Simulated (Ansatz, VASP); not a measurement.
Zr: VASP beside Ansatz

Contents of POSCAR:

```
Zr
1.0
    3.2445832200      0.0000000000      0.0000000000
   -1.6222916100      2.8098914932      0.0000000000
    0.0000000000      0.0000000000      5.1573641137
Zr
2
Direct
    0.3333333333      0.6666666667      0.2500000000
    0.6666666667      0.3333333333      0.7500000000
```

INCAR.step1

```
SYSTEM = Zr
PREC = Accurate
ENCUT = 520
ISMEAR = -1
SIGMA = 0.1
LREAL = .False.
LASPH = .True.
NELM = 100
NBANDS = 19
GGA = PE
ALGO = Normal
EDIFF = 1E-4
LWAVE = .True.
LCHARG = .False.
```

File INCAR.step2:

```
SYSTEM = Zr
PREC = Accurate
ENCUT = 520
EDIFF = 1E-7
ISMEAR = -1
SIGMA = 0.1
LREAL = .False.
LASPH = .True.
NELM = 100
ALGO = Normal
ISIF = 2
LWAVE = .False.
LCHARG = .True.
METAGGA = R2SCAN
LMIXTAU = .True.
LELF = .True.
LVHAR = .True.
NBANDS = 19
ISTART = 1
```

File KPOINTS:

```
regular mesh
0
Gamma
  7 7 4
  0 0 0
```

Input for Ansatz:

```yaml
crystal:
  lattice:
    - [3.24458322, 0.0, 0.0]
    - [-1.62229161, 2.8098914932, 0.0]
    - [0.0, 0.0, 5.1573641137]
  atoms:
    - { symbol: Zr, position: [0.3333333333, 0.6666666667, 0.25] }
    - { symbol: Zr, position: [0.6666666667, 0.3333333333, 0.75] }
hamiltonian:
  xc: r2scan
  pseudopotentials:
    kind: paw
    azcp:
      Zr: "pseudopotentials/Zr.paw.azcp"
basis:
  ecutwfc: 500
  fft_grid_basis: typed
kpoints:
  mp_grid: { grid: [7, 7, 4], shift: [0, 0, 0] }
magnetization:
  spin_polarized: false
scf:
  occupations: { method: fermi_dirac, width: 0.1 }
  lower_state_search: "off"
output:
  stress: true
  write_density: true
  write_potential: true
  elf: true
  volumetric_format: npy
```

Alike in both runs: task single point; functional r2SCAN; k mesh 7 × 7 × 4; occupations fermi-dirac, width 0.1 eV; no spin polarisation.

```csv
,VASP,Ansatz
version,VASP 6.6.1,Ansatz 0.2.0
potentials or method,"VASP PAW PBE potentials, release 64 (Zr_sv), cutoff 520 eV","plane waves (500 eV) with PAW, scalar-relativistic"
valence electrons in the cell,24,24
```

|  | VASP | Ansatz | Ansatz less VASP |
| --- | --- | --- | --- |
| pressure (GPa) | 0.1 | 0.1 | 0.00 |
| traceless stress, the component that is largest in VASP (GPa) | -0.09 | -0.10 | -0.007 |

VASP's potentials were made for PBE, not for r2SCAN. With one functional, cell and mesh, what is left measures potentials, basis and numerics.
